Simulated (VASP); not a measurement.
Ga, 1 atom in the cell. It takes space group P4/mmm (No. 123, tetragonal). Conventional cell: a = 2.843 Å, b = 2.843 Å, c = 2.128 Å, α = 90.00°, β = 90.00°, γ = 90.00°. Within 2.8 Å of Ga (site symmetry 4/mmm) lie 2 Ga at 2.13 Å. 

- Program: VASP 6.6.1
- Task: single point
- Functional: PBE
- Potentials or basis: VASP PAW PBE potentials, release 64 (Ga_d)
- Cutoff: 520 eV
- k mesh: 6 × 6 × 8
- Occupations: gaussian, width 0.1 eV
- Spin: no spin polarisation
- Dipole correction: no
- Further INCAR settings: ALGO = Fast; EDIFF = 1e-07; NBANDS = 12

Potentials or basis: VASP PAW PBE potentials, release 64 (Ga_d).

Command:

```sh
$ cat potpaw_PBE.64/Ga_d/POTCAR > POTCAR
$ mpirun -np 1 vasp_std > vasp.out
```

Hardware: 1 thread of Intel(R) Xeon(R) 6975P-C (Granite Rapids), with other jobs on the host.

How long does it take, and how much memory?

Run time: 4 s on 1 thread of Intel(R) Xeon(R) 6975P-C (Granite Rapids), on a shared host, peak memory 0.13 GiB. Counts: scf iterations 13, k points 50.
